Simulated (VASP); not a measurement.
Runs of VASP 6.6.1 on S. The structure is that of space group P6_3/mmc (No. 194), or close to it. The cells are those of the table. 

```tsv
task	cell	cutoff (eV)	gap on the mesh (eV)	pressure (GPa)
relaxation of cell and atoms	relaxed to 390 GPa from a = 2.110, b = 2.110, c = 3.417 Å, angles 90.0, 90.0, 120.0°, 2 atoms	600	none	390.0
relaxation of cell and atoms	relaxed to 390 GPa from a = 2.202, b = 2.202, c = 3.130 Å, angles 90.0, 90.0, 120.0°, 2 atoms	600	none	390.1
single point	a = 2.203, b = 2.203, c = 3.131 Å, angles 90.0, 90.0, 120.0°, 2 atoms	520	none	381.9
single point	a = 2.202, b = 2.202, c = 3.130 Å, angles 90.0, 90.0, 120.0°, 2 atoms	520	none	(a)
```

Alike in all rows: level PBE; potentials or basis VASP PAW PBE potentials, release 64 (S); no spin polarisation; k mesh 20 × 20 × 11; smearing fermi-dirac 0.05 eV.

Task: Fill in the values left out.

Result: (a) 383.0.

Caveats: the cell is relaxed towards a set pressure, so the enthalpy falls and the energy may rise (some runs).

A gap of «none» marks levels without a gap at the run's occupations.
